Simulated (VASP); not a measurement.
Input of a VASP 6.6.1 run:

The input INCAR:

```
SYSTEM = Si16B
ALGO = Normal
EDIFF = 1E-7
ENCUT = 520
GGA = PS
ISIF = 2
ISMEAR = -1
ISPIN = 2
LASPH = .True.
LCHARG = .True.
LELF = .True.
LORBIT = 11
LREAL = Auto
LVHAR = .True.
LWAVE = .False.
MAGMOM = 0 0 0 0 0 0 0 0 0 0 0 0 0 0 0 0 0
NBANDS = 52
NELM = 150
PREC = Accurate
SIGMA = 0.05
```

KPOINTS

```
k-points
0
Gamma
  2 2 2
  0 0 0
```

POSCAR

```
Si16B
1.0
    0.0000000000      5.4300000000      5.4300000000
    5.4300000000      0.0000000000      5.4300000000
    5.4300000000      5.4300000000      0.0000000000
Si B
16 1
Direct
    0.0004938306      0.0065453959      0.0004916206
    0.1259051565      0.1270532228      0.1257804788
   -0.0017825046     -0.0004143646      0.4988911602
    0.1185028545      0.1246724678      0.6246050645
   -0.0010170350      0.4991652855     -0.0010606814
    0.1236665746      0.6235207182      0.1236903315
    0.0006669429      0.5007240331      0.5067420810
    0.1259333333      0.6264985267      0.6267974217
    0.4990206262     -0.0004189687     -0.0018224678
    0.6246379374      0.1246830571      0.1185653775
    0.5015372928      0.0013503683      0.5015884899
    0.6260417127      0.1261953039      0.6260072744
    0.5067221915      0.5006735727      0.0006140884
    0.6268471455      0.6264850829      0.1257952118
    0.4989994475      0.4983983425      0.4988653775
    0.6244804788      0.6183156538      0.6244581952
    0.8124449355      0.3133860037      0.8122348066
```

Potentials or basis: VASP PAW PBE potentials, release 64 (Si, B).

The run is started by

```bash
$ cat potpaw_PBE.64/Si/POTCAR potpaw_PBE.64/B/POTCAR > POTCAR
$ mpirun -np 1 vasp_std > vasp.out
```

(1) Predict the pressure.

(2) What does it give for the net moment?

(3) Estimate the largest force.

Results:

(1) 0.8 GPa.

(2) 0.00 μB per cell.

(3) 0.018 eV/Å.

Caveat: the k points lie up to 0.50 Å⁻¹ apart; no moment was typed at the start, so none could form; the PAW data sets were made with another functional, which shifts forces and pressure a little.
